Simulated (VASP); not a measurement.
# SiO2 (P6_422) in VASP: notebook, part 2 of 2

VASP 6.6.1. Earlier steps stand in the parts before.

**4. Single point, LDA**

This run uses another cell than the first one, of 12.45 Å³/atom, 1.098 times its volume.

INCAR

```
PREC = Accurate
ENCUT = 520
EDIFF = 1E-6
ISMEAR = 0
SIGMA = 0.02
LREAL = F
LASPH = T
NELM = 60
ALGO = Normal
ISIF = 2
LWAVE = F
LCHARG = F
GGA = CA
NBANDS = 34
```

KPOINTS

```
regular mesh
0
Gamma
  6 6 4
```

POSCAR

```
SiO2
1.0
    4.8581608926      0.0000000000      0.0000000000
   -2.4290804463      4.2072907486      0.0000000000
    0.0000000000      0.0000000000      5.4805706837
Si O
3 6
Direct
    0.0000000000      0.5000000000      0.3333333333
    0.5000000000      0.5000000000      0.6666666667
    0.5000000000      0.0000000000      0.0000000000
    0.6005319773      0.8002659886      0.8333333333
    0.8002659886      0.6005319773      0.5000000000
    0.8002659886      0.1997340114      0.1666666667
    0.3994680227      0.1997340114      0.8333333333
    0.1997340114      0.3994680227      0.5000000000
    0.1997340114      0.8002659886      0.1666666667
```

Potentials or basis: VASP PAW LDA potentials, release 64 (Si, O).

On the command line:

```
$ cat potpaw_LDA.64/Si/POTCAR potpaw_LDA.64/O/POTCAR > POTCAR
$ mpirun -np 1 vasp_std > vasp.out
```

OUTCAR:

```text
PREC = Accurate
   ENCUT = 520
   EDIFF = 1E-6
   ISMEAR = 0
   LREAL = F
   LASPH = T
   NELM = 60
   ISIF = 2
   GGA = CA

 ion  position               nearest neighbor table
   1  0.000  0.500  0.333-   6 1.58   9 1.58   8 1.58   5 1.58   3 3.04   3 3.04   2 3.04   2 3.04

   2  0.500  0.500  0.667-   4 1.58   7 1.58   5 1.58   8 1.58   3 3.04   3 3.04   1 3.04   1 3.04

   3  0.500  0.000  0.000-   6 1.58   9 1.58   7 1.58   4 1.58   1 3.04   2 3.04   2 3.04   1 3.04

   4  0.601  0.800  0.833-   2 1.58   3 1.58
   5  0.800  0.601  0.500-   2 1.58   1 1.58
   6  0.800  0.200  0.167-   1 1.58   3 1.58
   7  0.399  0.200  0.833-   2 1.58   3 1.58
   8  0.200  0.399  0.500-   2 1.58   1 1.58
   9  0.200  0.800  0.167-   1 1.58   3 1.58

  LATTYP: Found a hexagonal cell.
 ALAT       =     4.8581608926
 C/A-ratio  =     1.1281163397

  Lattice vectors:

 A1 = (   4.8581608926,   0.0000000000,   0.0000000000)
 A2 = (  -2.4290804463,   4.2072907486,   0.0000000000)
 A3 = (   0.0000000000,   0.0000000000,   5.4805706837)

Analysis of symmetry for initial positions (statically):
=====================================================================
 Subroutine PRICEL returns:
 Original cell was already a primitive cell.

 Routine SETGRP: Setting up the symmetry group for a
 hexagonal supercell.

 Subroutine GETGRP returns: Found 12 space group operations
 (whereof  4 operations were pure point group operations)
 out of a pool of 24 trial point group operations.

The static configuration has the point symmetry D_2 .
 The point group associated with its full space group is D_6 .

Analysis of symmetry for dynamics (positions and initial velocities):
=====================================================================
 Subroutine PRICEL returns:
 Original cell was already a primitive cell.

 Routine SETGRP: Setting up the symmetry group for a
 hexagonal supercell.

 Subroutine GETGRP returns: Found 12 space group operations
 (whereof  4 operations were pure point group operations)
 out of a pool of 24 trial point group operations.

The dynamic configuration has the point symmetry D_2 .
 The point group associated with its full space group is D_6 .

 Subroutine INISYM returns: Found 12 space group operations
 (whereof  4 operations are pure point group operations),
 and found     1 'primitive' translations

----------------------------------------------------------------------------------------

                                     Primitive cell

  volume of cell :     112.0212

  direct lattice vectors                    reciprocal lattice vectors
     4.858160893  0.000000000  0.000000000     0.205839210  0.118841323  0.000000000
    -2.429080446  4.207290749  0.000000000     0.000000000  0.237682647  0.000000000
     0.000000000  0.000000000  5.480570684     0.000000000  0.000000000  0.182462750

  length of vectors
     4.858160893  4.858160893  5.480570684     0.237682647  0.237682647  0.182462750

  position of ions in fractional coordinates (direct lattice)
     0.000000000  0.500000000  0.333333333
     0.500000000  0.500000000  0.666666667
     0.500000000  0.000000000  0.000000000
[... 49 lines left out ...]
  0.333333  0.000000  0.000000      6.000000
  0.500000 -0.000000  0.000000      3.000000
  0.166667  0.166667  0.000000      6.000000
  0.333333  0.166667  0.000000     12.000000
[... 13 lines left out ...]
  0.333333  0.166667  0.500000     12.000000
  0.333333  0.333333  0.500000      2.000000
   k-points           NKPTS =     21   k-points in BZ     NKDIM =     21   number of bands    NBANDS=     34
   number of dos      NEDOS =    301   number of ions     NIONS =      9
   total plane-waves  NPLWV =  54432
   dimension x,y,z NGX =    36 NGY =   36 NGZ =   42
   dimension x,y,z NGXF=    72 NGYF=   72 NGZF=   84
   ions per type =               3   6
   NGX,Y,Z   is equivalent  to a cutoff of  12.32, 12.32, 12.74 a.u.
   NGXF,Y,Z  is equivalent  to a cutoff of  24.64, 24.64, 25.48 a.u.
 SYSTEM =  unknown system
   PREC   = accura    normal or accurate (medium, high low for compatibility)
   ISTART =      0    job   : 0-new  1-cont  2-samecut
   ICHARG =      2    charge: 1-file 2-atom 10-const
   ISPIN  =      1    spin polarized calculation?
   LNONCOLLINEAR =      F non collinear calculations
   LSORBIT =      F    spin-orbit coupling
   LASPH  =      T    aspherical Exc in radial PAW
   ENCUT  =  520.0 eV  38.22 Ry    6.18 a.u.   9.03  9.03 10.19*2*pi/ulx,y,z
   NELM   =     60;   NELMIN=  2; NELMDL= -5     # of ELM steps
   EDIFF  = 0.1E-05   stopping-criterion for ELM
   LREAL  =      F    real-space projection
   EDIFFG = 0.1E-04   stopping-criterion for IOM
   NSW    =      0    number of steps for IOM
   IBRION =     -1    ionic relax: 0-MD 1-quasi-New 2-CG
   NFREE  =      0    steps in history (QN), initial steepest desc. (CG)
   ISIF   =      2    stress and relaxation
   ISYM   =      2    0-nonsym 1-usesym 2-fastsym
   POTIM  = 0.5000    time-step for ionic-motion
   TEBEG  =    0.0;   TEEND  =   0.0 temperature during run
   PSTRESS=    0.0 pullay stress
   NELECT =      48.0000    total number of electrons
   NUPDOWN=      -1.0000    fix difference up-down
   EMIN   =  10.00;   EMAX   =-10.00  energy-range for DOS
   EFERMI =   0.00;   METHOD = LEGACY
   ISMEAR =     0;   SIGMA  =   0.02  broadening in eV -4-tet -1-fermi 0-gaus
   EFERMI_NEDOS =   21; number of points for ismear=-14 and -15
   IALGO  =     38    algorithm
   IMIX   =      4    mixing-type and parameters
     AMIX     =   0.40;   BMIX     =  1.00
     AMIX_MAG =   1.60;   BMIX_MAG =  1.00
  volume/ion in A,a.u.               =      12.45        84.00
  Fermi-wavevector in a.u.,A,eV,Ry     =   1.234208  2.332316 20.725353  1.523270
  Thomas-Fermi vector in A             =   2.368908
   LORBIT       =      0    0 simple, 1 ext, 2 COOP (PROOUT), +10 PAW based schemes
   GGA     = CA    functional components
   LHFCALC =     F    Hartree Fock is set to
   AEXX    =    0.0000 exact exchange contribution
   IVDW    =     0    specifies the selected vdW correction
   LEPSILON=     F    determine dielectric tensor
   LRPA    =     F    only Hartree local field effects (RPA)
 non-spin polarized calculation
 Gauss-broadening in eV      SIGMA  =   0.02
  energy-cutoff  :      520.00
  volume of cell :      112.02
 maximum number of plane-waves:      3044
   NGX = 19   NGY = 19   NGZ = 21

 number of electron      47.9999999 magnetization

 Free energy of the ion-electron system (eV)
  ---------------------------------------------------
  ext. energy  EPLUGINS =         0.00000000
  ---------------------------------------------------
  free energy    TOTEN  =       -77.41841615 eV

  energy without entropy =      -77.41841615  energy(sigma->0) =      -77.41841615

 E-fermi :   1.1494     XC(G=0):  -9.7595

 val. band max:        1.0077280435   @ k =   0.0000   0.0000   0.5000
 cond. band min:       6.6451415988   @ k =   0.0000   0.0000   0.0000
 fundamental gap:      5.6374135553
 Fermi energy:         1.1493754729

 k-point     1 :       0.0000    0.0000    0.0000
  band No.  band energies     occupation
      1     -18.5580      2.00000
      2     -16.9314      2.00000
      3     -16.9314      2.00000
      4     -16.2131      2.00000
      5     -16.2131      2.00000
      6     -16.0599      2.00000
[... 766 lines left out ...]
     33      12.6095      0.00000
     34      12.7424      0.00000

------------------------ aborting loop because EDIFF is reached ----------------------------------------

  FORCE on cell =-STRESS in cart. coord.  units (eV):
  Direction    XX          YY          ZZ          XY          YZ          ZX
  --------------------------------------------------------------------------------------
  -------------------------------------------------------------------------------------
  Total        8.8806755      8.8806755      9.0079496      0.0000000      0.0000000     -0.0000000
  in kB      127.0153999    127.0153999    128.8357309      0.0000000      0.0000000     -0.0000000
  external PRESSURE =     127.6221769 kB  Pullay stress =       0.0000000 kB

 VOLUME and BASIS-vectors are now :
 -----------------------------------------------------------------------------
  energy-cutoff  :      520.00
  volume of cell :      112.02
      direct lattice vectors                 reciprocal lattice vectors
     4.858160893  0.000000000  0.000000000     0.205839210  0.118841323  0.000000000
    -2.429080446  4.207290749  0.000000000     0.000000000  0.237682647  0.000000000
     0.000000000  0.000000000  5.480570684     0.000000000  0.000000000  0.182462750

 POSITION                                       TOTAL-FORCE (eV/Angst)
 -----------------------------------------------------------------------------------
     -1.21454      2.10365      1.82686         0.000000      0.000000     -0.000000
      1.21454      2.10365      3.65371        -0.000000      0.000000      0.000000
      2.42908      0.00000      0.00000        -0.000000      0.000000     -0.000000
      0.97357      3.36695      4.56714         0.006901      0.003984     -0.000000
      2.42908      2.52661      2.74029         0.000000      0.007968     -0.000000
      3.40265      0.84034      0.91343         0.006901     -0.003984     -0.000000
      1.45551      0.84034      4.56714        -0.006901     -0.003984      0.000000
      0.00000      1.68068      2.74029         0.000000     -0.007968     -0.000000
     -0.97357      3.36695      0.91343        -0.006901      0.003984     -0.000000
 -----------------------------------------------------------------------------------
    total drift:                                0.000000     -0.000000     -0.000001

  FREE ENERGIE OF THE ION-ELECTRON SYSTEM (eV)
  ---------------------------------------------------
  free  energy   TOTEN  =       -77.4184161539 eV

  energy  without entropy=      -77.4184161539  energy(sigma->0) =      -77.41841615
```

Run time: 57 s. Hardware: 1 thread of Intel Xeon Platinum 8259CL at 2.50GHz (Skylake/Cascade Lake), shared host; peak memory 0.21 GiB.

Results:

```yaml
Free_energy: -77.4184 eV
Pressure: 12.8 GPa
Largest_force: 0.008 eV/Å
Band_gap_on_the_k_mesh: 5.64 eV, indirect (least direct gap 5.73 eV)
```

Forces on the atoms (eV/Å):
```
Si   0.000  0.000  0.000
Si   0.000  0.000  0.000
Si   0.000  0.000  0.000
O    0.007  0.004  0.000
O    0.000  0.008  0.000
O    0.007 -0.004  0.000
O   -0.007 -0.004  0.000
O    0.000 -0.008  0.000
O   -0.007  0.004  0.000
```

Stress tensor (GPa, compression positive):
```
12.70  0.00  0.00
 0.00 12.70  0.00
 0.00  0.00 12.88
```

Levels at points of the mesh, in eV from the valence-band top:
| k point | band 21 | band 22 | band 23 | band 24 | band 25 | band 26 | band 27 | band 28 |
| --- | --- | --- | --- | --- | --- | --- | --- | --- |
| (0.00, 0.00, 0.00) | -1.26 | -0.59 | -0.59 | -0.09 | 5.64 | 8.89 | 8.89 | 9.63 |
| (0.50, 0.00, 0.00) | -1.31 | -1.05 | -0.45 | -0.03 | 7.68 | 8.70 | 9.63 | 9.64 |
| (0.00, 0.00, 0.50) | -1.42 | -0.39 | 0.00 | 0.00 | 7.50 | 7.50 | 8.11 | 10.16 |
| (0.50, 0.00, 0.50) | -1.00 | -0.83 | -0.73 | -0.41 | 8.81 | 8.94 | 9.46 | 9.52 |

**5. Single point, LDA**

This run uses another cell than the first one, of 12.45 Å³/atom, 1.098 times its volume.

INCAR

```
SYSTEM = SiO2
ALGO = Normal
EDIFF = 1E-6
ENCUT = 520
ISIF = 2
ISMEAR = 0
LASPH = .TRUE.
LCHARG = .FALSE.
LREAL = .FALSE.
LWAVE = .FALSE.
NBANDS = 34
NELM = 60
PREC = Accurate
SIGMA = 0.02
```

KPOINTS

```
k-points
0
G
  6 6 4
  0 0 0
```

POSCAR is that of step 4.

On the command line:

```
$ cat potpaw_LDA.64/Si/POTCAR potpaw_LDA.64/O/POTCAR > POTCAR
$ mpirun -np 1 vasp_std > vasp.out
```

Wall time 53 s (1 thread of Intel Xeon Platinum 8259CL at 2.50GHz (Skylake/Cascade Lake), shared host); peak memory 0.2 GiB.

Results (log left out):

- Free energy: -77.4184 eV
- Pressure: 12.8 GPa
- Largest force: 0.008 eV/Å
- Band gap on the k mesh: 5.64 eV, indirect (least direct gap 5.73 eV)

Forces on the atoms (eV/Å):
```
Si   0.000  0.000  0.000
Si   0.000  0.000  0.000
Si   0.000  0.000  0.000
O    0.007  0.004  0.000
O    0.000  0.008  0.000
O    0.007 -0.004  0.000
O   -0.007 -0.004  0.000
O    0.000 -0.008  0.000
O   -0.007  0.004  0.000
```

Stress tensor (GPa, compression positive):
```
12.70  0.00  0.00
 0.00 12.70  0.00
 0.00  0.00 12.88
```

Levels at points of the mesh, in eV from the valence-band top:
```csv
k point,band 21,band 22,band 23,band 24,band 25,band 26,band 27,band 28
"(0.00, 0.00, 0.00)",-1.26,-0.59,-0.59,-0.09,5.64,8.89,8.89,9.63
"(0.50, 0.00, 0.00)",-1.31,-1.05,-0.45,-0.03,7.68,8.70,9.63,9.64
"(0.00, 0.00, 0.50)",-1.42,-0.39,0.00,0.00,7.50,7.50,8.11,10.16
"(0.50, 0.00, 0.50)",-1.00,-0.83,-0.73,-0.41,8.81,8.94,9.46,9.52
```
